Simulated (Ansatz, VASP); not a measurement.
## LaTe in VASP and in Ansatz

```
La Te
1.0
     0.00000    3.20026    3.20026
     3.20026    0.00000    3.20026
     3.20026    3.20026    0.00000
La Te
1 1
Direct
  0.00000 0.00000 0.00000
  0.50000 0.50000 0.50000
```

Change from the starting cell: volume scaled by 0.99.

Alike in both runs: task single point; functional LDA; k mesh 10 × 10 × 10; occupations fermi-dirac, width 0.08 eV; no spin polarisation.

|  | VASP | Ansatz |
| --- | --- | --- |
| version | VASP 6.6.1 | Ansatz 0.2.0 |
| potentials or method | VASP PAW LDA potentials, release 64 (La, Te), cutoff 520 eV | all-electron LAPW, scalar-relativistic |

VASP gave:

```
pressure (GPa) : -1.5
```

**Question.** Which values does Ansatz return?

**Answer.** Pressure (GPa): -1.6.

LDA's correlation is that of Perdew and Zunger in VASP and of Perdew and Wang (1992) in Ansatz. Ansatz ran all-electron here, and VASP with PAW potentials.

Neither program's run includes spin-orbit coupling.
